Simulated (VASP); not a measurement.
**Fe: single point with PBE**

Crystal: Fe.

```
Fe
1.0
    -1.47686    1.47686    1.37052
     1.47686   -1.47686    1.37052
     1.47686    1.47686   -1.37052
Fe
1
Direct
  0.00000 0.00000 0.00000
```

This cell differs from its parent crystal: volume 11.957 Å^3 an atom, c/a of the conventional cell 0.9280.

```json
{
  "Program": "VASP 6.6.1",
  "Task": "single point",
  "Functional": "PBE",
  "Potentials or basis": "VASP PAW PBE potentials, release 64 (Fe)",
  "Cutoff": "520 eV",
  "k mesh": "12 × 12 × 12",
  "Occupations": "gaussian, width 0.15 eV",
  "Spin": "collinear spin, ferromagnetic start",
  "Starting moments": "[2.44] μB"
}
```

The pressure is -7.0 GPa. The net moment is 2.34 μB per cell, the site moments are Fe +2.34 μB and the valence electrons inside the program's atomic spheres are Fe 7.17.

Stress tensor (GPa, compression positive):
```
-9.95  0.00  0.00
 0.00 -9.95  0.00
 0.00  0.00 -1.04
```

Levels at points of the mesh, in eV from the Fermi level:
Spin up:
```tsv
k point	band 2	band 3	band 4	band 5	band 6	band 7	band 8	band 9
(0.00, 0.00, 0.00)	-2.48	-2.10	-2.10	-1.33	-0.95	23.84	23.84	25.74
(0.50, 0.00, 0.00)	-3.39	-1.13	-0.66	0.25	0.75	7.17	17.42	18.69
(0.50, 0.50, 0.00)	-2.90	-1.33	-1.09	0.14	0.17	6.37	19.08	21.02
(0.50, 0.50, 0.50)	-4.50	-0.06	-0.06	0.09	8.64	8.64	11.52	14.37
```
Spin down:
```csv
k point,band 1,band 2,band 3,band 4,band 5,band 6,band 7
"(0.00, 0.00, 0.00)",-7.98,-0.52,0.04,0.04,1.40,2.00,23.61
"(0.50, 0.00, 0.00)",-3.29,-1.57,0.86,1.66,2.16,2.62,8.61
"(0.50, 0.50, 0.00)",-3.36,-0.94,0.22,1.20,1.86,2.61,7.85
"(0.50, 0.50, 0.50)",-2.75,-2.60,2.34,2.34,2.38,8.93,8.93
```

Run time: 52 s on 1 thread of AMD EPYC 7R43 64-Core Processor (Zen 3), on a shared host, peak memory 0.12 GiB.
